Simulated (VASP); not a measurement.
# BN (P6_3/mmc) in VASP: a series of runs

BN is run at these levels: PBEsol; tasks: relaxation of cell and atoms.

Program: VASP 6.6.1. These are calculated values, not measurements. Logs are shortened: lines on timing, memory, paths and dates and some standing lists are left out, and cuts for length are marked.

## Step 1: The cell of the first run

It takes space group P6_3/mmc (No. 194, hexagonal). Conventional cell: a = 2.504 Å, b = 2.504 Å, c = 7.016 Å, α = 90.00°, β = 90.00°, γ = 120.00°. B (site symmetry -6m2) has 3 N at 1.45 Å within 1.9 Å. N (site symmetry -6m2) has 3 B at 1.45 Å within 1.9 Å.

## Step 2: Relaxation of cell and atoms, PBEsol, target pressure 7 GPa, at which the enthalpy is minimised

INCAR reads:

```
PREC = Accurate
ENCUT = 600
EDIFF = 1E-7
ISMEAR = 0
SIGMA = 0.01
LREAL = False
LASPH = True
NELM = 120
ALGO = Normal
ISIF = 3
LWAVE = False
LCHARG = False
GGA = PS
IBRION = 2
NSW = 100
EDIFFG = -0.002
PSTRESS = 70.0
GGA_COMPAT = False
NELMIN = 4
```

KPOINTS reads:

```
regular mesh
0
Gamma
  10 10 4
```

POSCAR reads:

```
BN
1.0
    2.5043523426      0.0000000000      0.0000000000
   -1.2521761713      2.1688327487      0.0000000000
    0.0000000000      0.0000000000      7.0158653084
B N
2 2
Direct
    0.3333333333      0.6666666667      0.2500000000
    0.6666666667      0.3333333333      0.7500000000
    0.3333333333      0.6666666667      0.7500000000
    0.6666666667      0.3333333333      0.2500000000
```

Potentials or basis: VASP PAW PBE potentials, release 64 (B, N).

Run with:

```bash
cat potpaw_PBE.64/B/POTCAR potpaw_PBE.64/N/POTCAR > POTCAR
mpirun -np 1 vasp_std > vasp.out
```

OUTCAR:

```text
PREC = Accurate
   ENCUT = 600
   EDIFF = 1E-7
   ISMEAR = 0
   LREAL = False
   LASPH = True
   NELM = 120
   ISIF = 3
   GGA = PS
   IBRION = 2
   NSW = 100
   EDIFFG = -0.002
   PSTRESS = 70.0
   NELMIN = 4

 ion  position               nearest neighbor table
   1  0.333  0.667  0.250-   4 1.45   4 1.45   4 1.45
   2  0.667  0.333  0.750-   3 1.45   3 1.45   3 1.45
   3  0.333  0.667  0.750-   2 1.45   2 1.45   2 1.45
   4  0.667  0.333  0.250-   1 1.45   1 1.45   1 1.45

  LATTYP: Found a hexagonal cell.
 ALAT       =     2.5043523426
 C/A-ratio  =     2.8014689423

  Lattice vectors:

 A1 = (   2.5043523426,   0.0000000000,   0.0000000000)
 A2 = (  -1.2521761713,   2.1688327487,   0.0000000000)
 A3 = (   0.0000000000,   0.0000000000,   7.0158653084)

Analysis of symmetry for initial positions (statically):
=====================================================================
 Subroutine PRICEL returns:
 Original cell was already a primitive cell.

 Routine SETGRP: Setting up the symmetry group for a
 hexagonal supercell.

 Subroutine GETGRP returns: Found 24 space group operations
 (whereof 12 operations were pure point group operations)
 out of a pool of 24 trial point group operations.

The static configuration has the point symmetry D_3d.
 The point group associated with its full space group is D_6h.

Analysis of symmetry for dynamics (positions and initial velocities):
=====================================================================
 Subroutine PRICEL returns:
 Original cell was already a primitive cell.

 Routine SETGRP: Setting up the symmetry group for a
 hexagonal supercell.

 Subroutine GETGRP returns: Found 24 space group operations
 (whereof 12 operations were pure point group operations)
 out of a pool of 24 trial point group operations.

The dynamic configuration has the point symmetry D_3d.
 The point group associated with its full space group is D_6h.

 Subroutine INISYM returns: Found 24 space group operations
 (whereof 12 operations are pure point group operations),
 and found     1 'primitive' translations

----------------------------------------------------------------------------------------

                                     Primitive cell

  volume of cell :      38.1068

  direct lattice vectors                    reciprocal lattice vectors
     2.504352343  0.000000000  0.000000000     0.399304835  0.230538754  0.000000000
    -1.252176171  2.168832749  0.000000000     0.000000000  0.461077508  0.000000000
     0.000000000  0.000000000  7.015865308     0.000000000  0.000000000  0.142534093

  length of vectors
     2.504352343  2.504352343  7.015865308     0.461077508  0.461077508  0.142534093

  position of ions in fractional coordinates (direct lattice)
     0.333333333  0.666666667  0.250000000
     0.666666667  0.333333333  0.750000000
     0.333333333  0.666666667  0.750000000
     0.666666667  0.333333333  0.250000000

  ion indices of the primitive-cell ions
   primitive index   ion index
                 1           1
                 2           2
                 3           3
                 4           4

----------------------------------------------------------------------------------------

 KPOINTS: regular mesh

Automatic generation of k-mesh.
 Grid dimensions read from file:
 generate k-points for:   10   10    4

 Generating k-lattice:

  Cartesian coordinates                     Fractional coordinates (reciprocal lattice)
     0.039930484  0.023053875  0.000000000     0.100000000  0.000000000  0.000000000
     0.000000000  0.046107751  0.000000000     0.000000000  0.100000000  0.000000000
     0.000000000  0.000000000  0.035633523     0.000000000  0.000000000  0.250000000

  Length of vectors
     0.046107751  0.046107751  0.035633523

  Shift w.r.t. Gamma in fractional coordinates (k-lattice)
     0.000000000  0.000000000  0.000000000

 Subroutine IBZKPT returns following result:
 ===========================================

 Found     42 irreducible k-points:

 Following reciprocal coordinates:
            Coordinates               Weight
  0.000000  0.000000  0.000000      1.000000
  0.100000  0.000000  0.000000      6.000000
  0.200000  0.000000  0.000000      6.000000
  0.300000  0.000000  0.000000      6.000000
  0.400000  0.000000  0.000000      6.000000
  0.500000  0.000000  0.000000      3.000000
[... 16 lines left out ...]
  0.300000  0.100000  0.250000     24.000000
  0.400000  0.100000  0.250000     24.000000
 [... further k-points ...]
   k-points           NKPTS =     42   k-points in BZ     NKDIM =     42   number of bands    NBANDS=     12
   number of dos      NEDOS =    301   number of ions     NIONS =      4
   total plane-waves  NPLWV =  22400
   dimension x,y,z NGX =    20 NGY =   20 NGZ =   56
   dimension x,y,z NGXF=    40 NGYF=   40 NGZF=  112
   ions per type =               2   2
   NGX,Y,Z   is equivalent  to a cutoff of  13.28, 13.28, 13.27 a.u.
   NGXF,Y,Z  is equivalent  to a cutoff of  26.55, 26.55, 26.54 a.u.
 SYSTEM =  unknown system
   PREC   = accura    normal or accurate (medium, high low for compatibility)
   ISTART =      0    job   : 0-new  1-cont  2-samecut
   ICHARG =      2    charge: 1-file 2-atom 10-const
   ISPIN  =      1    spin polarized calculation?
   LNONCOLLINEAR =      F non collinear calculations
   LSORBIT =      F    spin-orbit coupling
   LASPH  =      T    aspherical Exc in radial PAW
   ENCUT  =  600.0 eV  44.10 Ry    6.64 a.u.   5.00  5.00 14.01*2*pi/ulx,y,z
   NELM   =    120;   NELMIN=  4; NELMDL= -5     # of ELM steps
   EDIFF  = 0.1E-06   stopping-criterion for ELM
   LREAL  =      F    real-space projection
   EDIFFG = -.2E-02   stopping-criterion for IOM
   NSW    =    100    number of steps for IOM
   IBRION =      2    ionic relax: 0-MD 1-quasi-New 2-CG
   NFREE  =      1    steps in history (QN), initial steepest desc. (CG)
   ISIF   =      3    stress and relaxation
   ISYM   =      2    0-nonsym 1-usesym 2-fastsym
   POTIM  = 0.5000    time-step for ionic-motion
   TEBEG  =    0.0;   TEEND  =   0.0 temperature during run
   PSTRESS=   70.0 pullay stress
   NELECT =      16.0000    total number of electrons
   NUPDOWN=      -1.0000    fix difference up-down
   EMIN   =  10.00;   EMAX   =-10.00  energy-range for DOS
   EFERMI =   0.00;   METHOD = LEGACY
   ISMEAR =     0;   SIGMA  =   0.01  broadening in eV -4-tet -1-fermi 0-gaus
   EFERMI_NEDOS =   21; number of points for ismear=-14 and -15
   IALGO  =     38    algorithm
   IMIX   =      4    mixing-type and parameters
     AMIX     =   0.40;   BMIX     =  1.00
     AMIX_MAG =   1.60;   BMIX_MAG =  1.00
  volume/ion in A,a.u.               =       9.53        64.29
  Fermi-wavevector in a.u.,A,eV,Ry     =   1.225878  2.316573 20.446520  1.502777
  Thomas-Fermi vector in A             =   2.360900
   LORBIT       =      0    0 simple, 1 ext, 2 COOP (PROOUT), +10 PAW based schemes
   GGA     = PS    functional components
   LHFCALC =     F    Hartree Fock is set to
   AEXX    =    0.0000 exact exchange contribution
   IVDW    =     0    specifies the selected vdW correction
   LEPSILON=     F    determine dielectric tensor
   LRPA    =     F    only Hartree local field effects (RPA)
 conjugate gradient relaxation of ions
 non-spin polarized calculation
 Gauss-broadening in eV      SIGMA  =   0.01
  energy-cutoff  :      600.00
  volume of cell :       38.11
 maximum number of plane-waves:      1293
 NGX is ok and might be reduce to    20
   NGX =  9   NGY =  9   NGZ = 29

--------------------------------------- Ionic step        1  -------------------------------------------

 number of electron      16.0000000 magnetization

 Free energy of the ion-electron system (eV)
  ---------------------------------------------------
  ext. energy  EPLUGINS =         0.00000000
  ---------------------------------------------------
  free energy    TOTEN  =       -36.57771927 eV

  energy without entropy =      -36.57771927  energy(sigma->0) =      -36.57771927

 E-fermi :   1.8567     XC(G=0):  -9.9296

 val. band max:        1.7612588331   @ k =   0.3000   0.3000   0.0000
 cond. band min:       6.0185189472   @ k =   0.5000   0.0000   0.0000
 fundamental gap:      4.2572601141
 Fermi energy:         1.8567064204

 k-point     1 :       0.0000    0.0000    0.0000
  band No.  band energies     occupation
      1     -15.9499      2.00000
      2     -15.7528      2.00000
      3      -4.3027      2.00000
      4      -2.6473      2.00000
      5       0.4530      2.00000
      6       0.4530      2.00000
      7       0.4740      2.00000
      8       0.4740      2.00000
      9       6.5276      0.00000
     10      11.2814      0.00000
     11      13.2815      0.00000
     12      13.2846      0.00000
[... 456 lines left out ...]
  FREE ENERGIE OF THE ION-ELECTRON SYSTEM (eV)
  ---------------------------------------------------
  free  energy   TOTEN  =       -36.5535528478 eV

  energy  without entropy=      -36.5535528478  energy(sigma->0) =      -36.55355285

  enthalpy is  TOTEN    =       -34.9375460587 eV   P V=        1.6160067891

[... ionic steps 4 to 11 ...]

--------------------------------------- Ionic step       12  -------------------------------------------

 number of electron      15.9999999 magnetization

------------------------ aborting loop because EDIFF is reached ----------------------------------------

  FORCE on cell =-STRESS in cart. coord.  units (eV):
  Direction    XX          YY          ZZ          XY          YZ          ZX
  --------------------------------------------------------------------------------------
  -------------------------------------------------------------------------------------
  Total        1.3743887      1.3743887      1.3932777      0.0000000     -0.0000000      0.0000000
  in kB       70.0002205     70.0002205     70.9622707      0.0000000     -0.0000000      0.0000000
  external PRESSURE =       0.3209039 kB  Pullay stress =      70.0000000 kB
[... 65 lines left out ...]
  enthalpy is  TOTEN    =       -35.1114346450 eV   P V=        1.3749795514

--------------------------------------- Ionic step       14  -------------------------------------------

 number of electron      15.9999999 magnetization

 Free energy of the ion-electron system (eV)
  ---------------------------------------------------
  ext. energy  EPLUGINS =         0.00000000
  ---------------------------------------------------
  free energy    TOTEN  =       -36.48760948 eV

  energy without entropy =      -36.48760948  energy(sigma->0) =      -36.48760948

 E-fermi :   3.5177     XC(G=0): -11.1643

 val. band max:        3.4021798548   @ k =   0.3000   0.3000   0.0000
 cond. band min:       7.4281584700   @ k =   0.5000   0.0000   0.0000
 fundamental gap:      4.0259786153
 Fermi energy:         3.5176950112

 k-point     1 :       0.0000    0.0000    0.0000
  band No.  band energies     occupation
      1     -14.7180      2.00000
      2     -13.9811      2.00000
      3      -3.7042      2.00000
      4       0.1106      2.00000
      5       2.0303      2.00000
      6       2.0303      2.00000
      7       2.1518      2.00000
      8       2.1518      2.00000
      9       9.4556      0.00000
     10      14.8591      0.00000
     11      14.8591      0.00000
     12      15.1847      0.00000
[... 376 lines left out ...]
  FREE ENERGIE OF THE ION-ELECTRON SYSTEM (eV)
  ---------------------------------------------------
  free  energy   TOTEN  =       -36.4876094790 eV

  energy  without entropy=      -36.4876094790  energy(sigma->0) =      -36.48760948

  enthalpy is  TOTEN    =       -35.1114396411 eV   P V=        1.3761698379

 reached required accuracy - stopping structural energy minimisation
```

Wall time 4.8 min (1 thread of Intel Xeon 8259CL, shared host); peak memory 0.17 GiB.

Results:

| Property | Result |
| --- | --- |
| Free energy | -36.4876 eV |
| Relaxed volume | 7.87 Å³/atom |
| Relaxed cell | a = 2.492 Å, b = 2.492 Å, c = 5.855 Å, α = 90.00°, β = 90.00°, γ = 120.00° |
| Space group after relaxing (to 0.1 Å) | P6_3/mmc (No. 194) |
| Energy change on relaxing (the run minimises the enthalpy) | +22.5 meV/atom |
| Ionic steps | 14 |
| Pressure after relaxing | 7.0 GPa |
| Band gap on the k mesh | 4.03 eV (least direct gap 4.24 eV) |

Step by step:
```
step  energy change (eV)  largest force (eV/Å)  pressure (GPa)  volume (Å³)
   1              0.0000                0.0000            0.12        38.11
   2              0.0973                0.0000           15.01        35.89
   3              0.0242                0.0000            7.15        36.99
   4              0.0224                0.0000            7.14        36.00
   5              0.0457                0.0000            7.81        33.04
   6              0.5215                0.0000           17.55        27.07
   7              0.0743                0.0000            8.44        31.96
   8              0.1011                0.0000            9.02        31.28
   9              0.0839                0.0000           -1.00        32.17
  10              0.0924                0.0000            7.01        31.45
  11              0.0926                0.0000            7.05        31.44
  12              0.0919                0.0000            7.03        31.46
  13              0.0913                0.0000            7.02        31.47
  14              0.0901                0.0000            7.01        31.50
```

Final structure:
```cif
data_structure
_symmetry_space_group_name_H-M 'P 1'
_symmetry_Int_Tables_number 1
_cell_length_a 2.4925
_cell_length_b 2.4925
_cell_length_c 5.8546
_cell_angle_alpha 90.000
_cell_angle_beta 90.000
_cell_angle_gamma 120.000
_cell_volume 31.50
loop_
_atom_site_label
_atom_site_type_symbol
_atom_site_fract_x
_atom_site_fract_y
_atom_site_fract_z
_atom_site_occupancy
B1 B 0.33333 0.66667 0.25000 1
B2 B 0.66667 0.33333 0.75000 1
N1 N 0.33333 0.66667 0.75000 1
N2 N 0.66667 0.33333 0.25000 1
```

Caveat: the cell is relaxed towards a set pressure, so the run minimises the enthalpy, not the energy; the volume moved by over 15 % at a fixed basis, so the end points are rough; the PAW data sets were made with another functional, which shifts forces and pressure a little. A k mesh can miss the band edges.

## Step 3: Relaxation of cell and atoms, PBEsol, target pressure 10 GPa, at which the enthalpy is minimised

INCAR reads:

```
SYSTEM = BN
ALGO = Normal
EDIFF = 1E-7
EDIFFG = -0.002
ENCUT = 600
GGA = PS
GGA_COMPAT = .FALSE.
IBRION = 2
ISIF = 3
ISMEAR = 0
LASPH = .TRUE.
LCHARG = .FALSE.
LREAL = .FALSE.
LWAVE = .FALSE.
NELM = 120
NELMIN = 4
NSW = 100
PREC = Accurate
PSTRESS = 100.0
SIGMA = 0.01
```

KPOINTS reads:

```
k-points
0
G
  10 10 4
  0 0 0
```

POSCAR is that of step 2.

Potentials or basis: VASP PAW PBE potentials, release 64 (B, N).

Run with:

```bash
cat potpaw_PBE.64/B/POTCAR potpaw_PBE.64/N/POTCAR > POTCAR
mpirun -np 1 vasp_std > vasp.out
```

Wall time 4.6 min (1 thread of Intel Xeon 8259CL, shared host); peak memory 0.16 GiB.

It converged, with:

* Free energy: -36.4308 eV
* Relaxed volume: 7.60 Å³/atom
* Relaxed cell: a = 2.488 Å, b = 2.488 Å, c = 5.675 Å, α = 90.00°, β = 90.00°, γ = 120.00°
* Space group after relaxing (to 0.1 Å): P6_3/mmc (No. 194)
* Energy change on relaxing (the run minimises the enthalpy): +36.7 meV/atom
* Ionic steps: 12
* Pressure after relaxing: 10.0 GPa
* Band gap on the k mesh: 3.98 eV (least direct gap 4.23 eV)

The path:
| step | energy change (eV) | largest force (eV/Å) | pressure (GPa) | volume (Å³) |
| --- | --- | --- | --- | --- |
| 1 | 0.0000 | 0.0000 | 0.12 | 38.11 |
| 2 | 0.2074 | 0.0000 | 22.81 | 34.96 |
| 3 | 0.0466 | 0.0000 | 10.09 | 36.57 |
| 4 | 0.0430 | 0.0000 | 10.08 | 35.26 |
| 5 | 0.1057 | 0.0000 | 11.56 | 31.31 |
| 6 | 0.2152 | 0.0000 | 13.77 | 29.47 |
| 7 | 0.1563 | 0.0000 | 12.60 | 30.30 |
| 8 | 0.1215 | 0.0000 | 0.29 | 31.32 |
| 9 | 0.1411 | 0.0000 | 9.89 | 30.51 |
| 10 | 0.1413 | 0.0000 | 9.94 | 30.51 |
| 11 | 0.1432 | 0.0000 | 9.97 | 30.48 |
| 12 | 0.1469 | 0.0000 | 10.01 | 30.42 |

Final structure:
```
B N
1.0
     2.48794    0.00000    0.00000
    -1.24397    2.15462    0.00000
     0.00000    0.00000    5.67457
B N
2 2
Cartesian
  0.0000 1.4364 1.4186
  1.2440 0.7182 4.2559
  0.0000 1.4364 4.2559
  1.2440 0.7182 1.4186
```

Levels at points of the mesh, in eV from the valence-band top:
```csv
k point,band 5,band 6,band 7,band 8,band 9,band 10,band 11,band 12
"(0.00, 0.00, 0.00)",-1.42,-1.42,-1.26,-1.26,6.38,11.42,11.42,12.02
"(0.50, 0.00, 0.00)",-4.34,-4.09,-2.30,-0.20,4.03,6.55,9.72,9.84
"(0.00, 0.00, 0.50)",-1.34,-1.34,-1.34,-1.34,9.63,9.63,11.61,11.61
"(0.50, 0.00, 0.50)",-4.22,-4.22,-1.07,-1.07,4.56,4.56,10.06,10.06
```

Caveat: the cell is relaxed towards a set pressure, so the run minimises the enthalpy, not the energy; the volume moved by over 15 % at a fixed basis, so the end points are rough; the PAW data sets were made with another functional, which shifts forces and pressure a little. A k mesh can miss the band edges.

[end of part 1 of 2]
